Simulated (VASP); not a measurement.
# GaP (F-43m) in VASP: settings compared

GaP is run at these levels: PBEsol, PBE0, PBE; tasks: relaxation of cell and atoms, single point.

Program: VASP 6.6.1. These are calculated values, not measurements. Logs are shortened: lines on timing, memory, paths and dates and some standing lists are left out, and cuts for length are marked.

**Experimental background.**

“Stacking defects in GaP nanowires: Electronic structure and optical properties”, 2018, arxiv:1810.01194 quotes, for a bulk crystal of GaP at 10 K: band gap 2.34 eV (indirect).

The runs below are set against these values where they give the same quantity.

**1. The cell of the first run**

The structure is cubic, space group F-43m (No. 216). Conventional cell: a = 5.451 Å, b = 5.451 Å, c = 5.451 Å, α = 90.00°, β = 90.00°, γ = 90.00°. Within 3.1 Å of Ga (site symmetry -43m) lie 4 P at 2.36 Å. Within 3.1 Å of P (site symmetry -43m) lie 4 Ga at 2.36 Å.

**2. Relaxation of cell and atoms, PBEsol, non-collinear spin, zero start, spin-orbit coupling**

INCAR reads:

```
ALGO = Normal ; EDIFF = 1E-7
EDIFFG = -0.005 ; ENCUT = 600
GGA = PS ; GGA_COMPAT = False
IBRION = 2 ; ISIF = 3
ISMEAR = -1 ; LASPH = True
LCHARG = False ; LNONCOLLINEAR = True
LORBIT = 11 ; LORBMOM = True
LREAL = False ; LSORBIT = True
LWAVE = False ; MAGMOM = 0 0 0 0 0 0
NELM = 150 ; NSW = 80
PREC = Accurate ; SIGMA = 0.05
```

KPOINTS reads:

```
k-points
0
Gamma
  6 6 6
```

POSCAR reads:

```
GaP
1.0
    0.0000000000      2.7252500000      2.7252500000
    2.7252500000      0.0000000000      2.7252500000
    2.7252500000      2.7252500000      0.0000000000
Ga P
1 1
Direct
    0.0000000000      0.0000000000      0.0000000000
    0.7500000000      0.7500000000      0.7500000000
```

Potentials or basis: VASP PAW PBE potentials, release 64 (Ga_d, P).

Launch:

```bash
> cat potpaw_PBE.64/Ga_d/POTCAR potpaw_PBE.64/P/POTCAR > POTCAR
> mpirun -np 1 vasp_ncl > vasp.out
```

OUTCAR:

```text
EDIFF = 1E-7
   EDIFFG = -0.005
   ENCUT = 600
   GGA = PS
   IBRION = 2
   ISIF = 3
   ISMEAR = -1
   LASPH = True
   LNONCOLLINEAR = True
   LORBIT = 11
   LREAL = False
   LSORBIT = True
   NELM = 150
   NSW = 80
   PREC = Accurate

 ion  position               nearest neighbor table
   1  0.000  0.000  0.000-   2 2.36   2 2.36   2 2.36   2 2.36
   2  0.750  0.750  0.750-   1 2.36   1 2.36   1 2.36   1 2.36

  LATTYP: Found a face centered cubic cell.
 ALAT       =     5.4505000000

  Lattice vectors:

 A1 = (   0.0000000000,   2.7252500000,   2.7252500000)
 A2 = (   2.7252500000,   0.0000000000,   2.7252500000)
 A3 = (   2.7252500000,   2.7252500000,   0.0000000000)

Analysis of symmetry for initial positions (statically):
=====================================================================
 Subroutine PRICEL returns:
 Original cell was already a primitive cell.

 Routine SETGRP: Setting up the symmetry group for a
 face centered cubic supercell.

 Subroutine GETGRP returns: Found 24 space group operations
 (whereof 24 operations were pure point group operations)
 out of a pool of 48 trial point group operations.

The static configuration has the point symmetry T_d .

Analysis of symmetry for dynamics (positions and initial velocities):
=====================================================================
 Subroutine PRICEL returns:
 Original cell was already a primitive cell.

 Routine SETGRP: Setting up the symmetry group for a
 face centered cubic supercell.

 Subroutine GETGRP returns: Found 24 space group operations
 (whereof 24 operations were pure point group operations)
 out of a pool of 48 trial point group operations.

The dynamic configuration has the point symmetry T_d .

Analysis of structural, dynamic, and magnetic symmetry:
=====================================================================
 Subroutine PRICEL returns:
 Original cell was already a primitive cell.

 Routine SETGRP: Setting up the symmetry group for a
 face centered cubic supercell.

 Subroutine GETGRP returns: Found 24 space group operations
 (whereof 24 operations were pure point group operations)
 out of a pool of 48 trial point group operations.

The overall configuration has the point symmetry T_d .

 Subroutine INISYM returns: Found 24 space group operations
 (whereof 24 operations are pure point group operations),
 and found     1 'primitive' translations

----------------------------------------------------------------------------------------

                                     Primitive cell

  volume of cell :      40.4808

  direct lattice vectors                    reciprocal lattice vectors
     0.000000000  2.725250000  2.725250000    -0.183469406  0.183469406  0.183469406
     2.725250000  0.000000000  2.725250000     0.183469406 -0.183469406  0.183469406
     2.725250000  2.725250000  0.000000000     0.183469406  0.183469406 -0.183469406

  length of vectors
     3.854085511  3.854085511  3.854085511     0.317778334  0.317778334  0.317778334

  position of ions in fractional coordinates (direct lattice)
     0.000000000  0.000000000  0.000000000
     0.750000000  0.750000000  0.750000000

  ion indices of the primitive-cell ions
   primitive index   ion index
                 1           1
                 2           2

----------------------------------------------------------------------------------------

 KPOINTS: k-points

Automatic generation of k-mesh.
 Grid dimensions read from file:
 generate k-points for:    6    6    6

 Generating k-lattice:

  Cartesian coordinates                     Fractional coordinates (reciprocal lattice)
    -0.030578234  0.030578234  0.030578234     0.166666667  0.000000000  0.000000000
     0.030578234 -0.030578234  0.030578234     0.000000000  0.166666667  0.000000000
     0.030578234  0.030578234 -0.030578234     0.000000000  0.000000000  0.166666667

  Length of vectors
     0.052963056  0.052963056  0.052963056
[... 82 lines left out ...]
 conjugate gradient relaxation of ions
  energy-cutoff  :      600.00
  volume of cell :       40.48
 maximum number of plane-waves:      2726
   NGX = 15   NGY = 15   NGZ = 15

--------------------------------------- Ionic step        1  -------------------------------------------

 number of electron      18.0000003 magnetization       0.0000000      0.0000000      0.0000000

 number of electron      18.0000003 magnetization      -0.0000000     -0.0000000     -0.0000000

 number of electron      18.0000003 magnetization      -0.0000000      0.0000000     -0.0000000

 number of electron      18.0000003 magnetization       0.0000000     -0.0000000      0.0000000

 Free energy of the ion-electron system (eV)
  ---------------------------------------------------
  ext. energy  EPLUGINS =         0.00000000
  ---------------------------------------------------
  free energy    TOTEN  =        -9.91202100 eV

  energy without entropy =       -9.91202099  energy(sigma->0) =       -9.91202100

------------------------ aborting loop because EDIFF is reached ----------------------------------------

  FORCE on cell =-STRESS in cart. coord.  units (eV):
  Direction    XX          YY          ZZ          XY          YZ          ZX
  --------------------------------------------------------------------------------------
  -------------------------------------------------------------------------------------
  Total       -0.1544840     -0.1544840     -0.1544840      0.0000000      0.0000000      0.0000000
  in kB       -6.1142772     -6.1142772     -6.1142772      0.0000000      0.0000000      0.0000000
  external PRESSURE =      -6.1142772 kB  Pullay stress =       0.0000000 kB
[... 69 lines left out ...]
 number of electron      18.0000006 magnetization       0.0000000      0.0000000     -0.0000000

 number of electron      18.0000006 magnetization       0.0000000     -0.0000000     -0.0000000

 Free energy of the ion-electron system (eV)
  ---------------------------------------------------
  ext. energy  EPLUGINS =         0.00000000
  ---------------------------------------------------
  free energy    TOTEN  =        -9.91259545 eV

  energy without entropy =       -9.91259543  energy(sigma->0) =       -9.91259544

 E-fermi :   5.3985     XC(G=0): -10.0520

 val. band max:        4.6786316535   @ k =   0.0000   0.0000   0.0000
 cond. band min:       6.1476358851   @ k =   0.5000   0.5000   0.0000
 fundamental gap:      1.4690042316
 Fermi energy:         5.3985108872

 k-point     1 :       0.0000    0.0000    0.0000
  band No.  band energies     occupation
      1     -10.1468      1.00000
      2     -10.1468      1.00000
      3     -10.1468      1.00000
      4     -10.1468      1.00000
      5      -9.7308      1.00000
      6      -9.7308      1.00000
[... 656 lines left out ...]
  FREE ENERGIE OF THE ION-ELECTRON SYSTEM (eV)
  ---------------------------------------------------
  free  energy   TOTEN  =        -9.9125954507 eV

  energy  without entropy=       -9.9125954324  energy(sigma->0) =       -9.91259544

 reached required accuracy - stopping structural energy minimisation

 orbital moment (x)

 # of ion     p       d       tot
 ----------------------------------------
  1        -0.000   0.000  -0.000
  2        -0.000   0.000  -0.000
 ----------------------------------------
           -0.000   0.000  -0.000

 orbital moment (y)

 # of ion     p       d       tot
 ----------------------------------------
  1         0.000   0.000   0.000
  2         0.000   0.000   0.000
 ----------------------------------------
            0.000   0.000   0.000

 orbital moment (z)

 # of ion     p       d       tot
 ----------------------------------------
  1        -0.000   0.000  -0.000
  2         0.000   0.000   0.000
 ----------------------------------------
           -0.000   0.000  -0.000

 Spin-Orbit-Coupling matrix elements

 Ion:    1  E_soc:     -0.0118780
 l=   1
     0.0000000    -0.0011193    -0.0011193
    -0.0011193     0.0000000    -0.0011193
    -0.0011193    -0.0011193     0.0000000
 l=   2
     0.0000000    -0.0001755     0.0000000    -0.0001755    -0.0006849
    -0.0001755     0.0000000    -0.0005137    -0.0001755    -0.0001712
     0.0000000    -0.0005137     0.0000000    -0.0005137     0.0000000
    -0.0001755    -0.0001755    -0.0005137     0.0000000    -0.0001712
    -0.0006849    -0.0001712     0.0000000    -0.0001712     0.0000000
 l=   3
     0.0000000     0.0000000     0.0000000     0.0000000     0.0000000     0.0000000     0.0000000
     0.0000000     0.0000000     0.0000000     0.0000000     0.0000000     0.0000000     0.0000000
     0.0000000     0.0000000     0.0000000     0.0000000     0.0000000     0.0000000     0.0000000
     0.0000000     0.0000000     0.0000000     0.0000000     0.0000000     0.0000000     0.0000000
     0.0000000     0.0000000     0.0000000     0.0000000     0.0000000     0.0000000     0.0000000
     0.0000000     0.0000000     0.0000000     0.0000000     0.0000000     0.0000000     0.0000000
     0.0000000     0.0000000     0.0000000     0.0000000     0.0000000     0.0000000     0.0000000

 Ion:    2  E_soc:     -0.0008788
 l=   1
     0.0000000    -0.0001465    -0.0001465
    -0.0001465     0.0000000    -0.0001465
    -0.0001465    -0.0001465     0.0000000
 l=   2
     0.0000000     0.0000000     0.0000000     0.0000000     0.0000000
     0.0000000     0.0000000     0.0000000     0.0000000     0.0000000
     0.0000000     0.0000000     0.0000000     0.0000000     0.0000000
     0.0000000     0.0000000     0.0000000     0.0000000     0.0000000
     0.0000000     0.0000000     0.0000000     0.0000000     0.0000000
 l=   3
     0.0000000     0.0000000     0.0000000     0.0000000     0.0000000     0.0000000     0.0000000
     0.0000000     0.0000000     0.0000000     0.0000000     0.0000000     0.0000000     0.0000000
     0.0000000     0.0000000     0.0000000     0.0000000     0.0000000     0.0000000     0.0000000
     0.0000000     0.0000000     0.0000000     0.0000000     0.0000000     0.0000000     0.0000000
     0.0000000     0.0000000     0.0000000     0.0000000     0.0000000     0.0000000     0.0000000
     0.0000000     0.0000000     0.0000000     0.0000000     0.0000000     0.0000000     0.0000000
     0.0000000     0.0000000     0.0000000     0.0000000     0.0000000     0.0000000     0.0000000

 total charge

# of ion       s       p       d       tot
------------------------------------------
    1        0.863   0.863  10.014  11.739
    2        1.015   1.516   0.000   2.531
--------------------------------------------------
tot          1.878   2.379  10.014  14.270

 magnetization (x)

# of ion       s       p       d       tot
------------------------------------------
    1        0.000   0.000  -0.000   0.000
    2       -0.000  -0.000   0.000  -0.000
--------------------------------------------------
tot          0.000  -0.000  -0.000  -0.000

 magnetization (y)

# of ion       s       p       d       tot
------------------------------------------
    1        0.000  -0.000   0.000  -0.000
    2       -0.000  -0.000   0.000  -0.000
--------------------------------------------------
tot         -0.000  -0.000   0.000  -0.000

 magnetization (z)

# of ion       s       p       d       tot
------------------------------------------
    1        0.000  -0.000  -0.000  -0.000
    2       -0.000  -0.000   0.000  -0.000
--------------------------------------------------
tot         -0.000  -0.000  -0.000  -0.000
```

Wall time 3.8 min (1 thread of Intel Xeon 8259CL, shared host); peak memory 0.33 GiB.

Results:

```yaml
Free_energy: -9.9126 eV
Relaxed_volume: 20.09 Å³/atom
Relaxed_cell: a = 3.845 Å, b = 3.845 Å, c = 3.845 Å, α = 60.00°, β = 60.00°, γ = 60.00°
Space_group_after_relaxing_to_0.1_Å: F-43m (No. 216)
Energy_gained_by_relaxing: 0.3 meV/atom
Ionic_steps: 3
Pressure_after_relaxing: 0.0 GPa
Net_moment: 0.00 μB per cell
Valence_electrons_inside_the_program's_atomic_spheres: Ga 11.74; P 2.53
```

Step by step:
| step | energy change (eV) | largest force (eV/Å) | pressure (GPa) | volume (Å³) |
| --- | --- | --- | --- | --- |
| 1 | 0.0000 | 0.0000 | -0.61 | 40.48 |
| 2 | -0.0004 | 0.0000 | 0.33 | 40.03 |
| 3 | -0.0006 | 0.0000 | -0.01 | 40.18 |

Final structure:
```
Ga P
1.0
     0.00000    2.71855    2.71855
     2.71855    0.00000    2.71855
     2.71855    2.71855    0.00000
Ga P
1 1
Direct
  0.00000 0.00000 0.00000
  0.75000 0.75000 0.75000
```

Moments on the atoms (μB; x, y, z):
```
Ga  0.00 0.00 0.00
P   0.00 0.00 0.00
```

Caveat: the PAW data sets were made with another functional, which shifts forces and pressure a little.

(Continued in part 2 of 2.)
